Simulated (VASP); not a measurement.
Set up this calculation in VASP 6.6.1, as the native input.

| Quantity | Value |
| --- | --- |
| Task | relaxation of cell and atoms |
| Functional | PBEsol |
| Dispersion | D4 |
| Potentials or basis | VASP PAW PBE potentials, release 64 (Zr_sv) |
| Cutoff | 500 eV |
| k mesh | 15 × 15 × 8 |
| Occupations | gaussian, width 0.1 eV |
| Spin | no spin polarisation |
| Dipole correction | no |
| Further INCAR settings | ALGO = Normal; EDIFF = 1e-07; IBRION = 2; EDIFFG = -0.002; NSW = 100; ISIF = 3 |

The structure of Zr lies in POSCAR:

```
Zr
1.0
    3.1900000000      0.0000000000      0.0000000000
   -1.5950000000      2.7626210000      0.0000000000
    0.0000000000      0.0000000000      5.1100000000
Zr
2
Direct
    0.3333333000      0.6666667000      0.2500000000
    0.6666667000      0.3333333000      0.7500000000
```

The input as run:

INCAR

```
SYSTEM = Zr
  PREC = Accurate
  ENCUT = 500
  EDIFF = 1E-7
  ISMEAR = 0
  SIGMA = 0.1
  LREAL = .False.
  LASPH = .True.
  NELM = 120
  ALGO = Normal
  ISIF = 3
  LWAVE = .False.
  LCHARG = .False.
  GGA = PS
  IVDW = 13
  IBRION = 2
  NSW = 100
  EDIFFG = -0.002
  GGA_COMPAT = .False.
  NELMIN = 4
```

KPOINTS

```
regular mesh
0
Gamma
  15 15 8
  0 0 0
```

Potentials or basis: VASP PAW PBE potentials, release 64 (Zr_sv).

Launch:

```bash
$ cat potpaw_PBE.64/Zr_sv/POTCAR > POTCAR
$ mpirun -np 1 vasp_std > vasp.out
```

It gave:

The relaxed volume is 22.28 Å³/atom, the relaxed cell is a = 3.174 Å, b = 3.174 Å, c = 5.108 Å, α = 90.00°, β = 90.00°, γ = 120.00° and the space group after relaxing (to 0.05 Å) is P6_3/mmc (No. 194). The energy gained by relaxing is 0.8 meV/atom. The ionic steps are 5. The pressure after relaxing is 0.0 GPa, the band gap on the k mesh is zero (band 12 reaches 10.36 eV, above the bottom of band 13 at 9.03 eV) and the dispersion energy per atom is -0.125 eV.

Caveat: the PAW data sets were made with another functional, which shifts forces and pressure a little; pairwise dispersion overbinds metals, which lowers pressure and volume.

Wall time 3 min on 1 thread of Intel Xeon 6975P-C (shared host), peak memory 0.22 GiB.
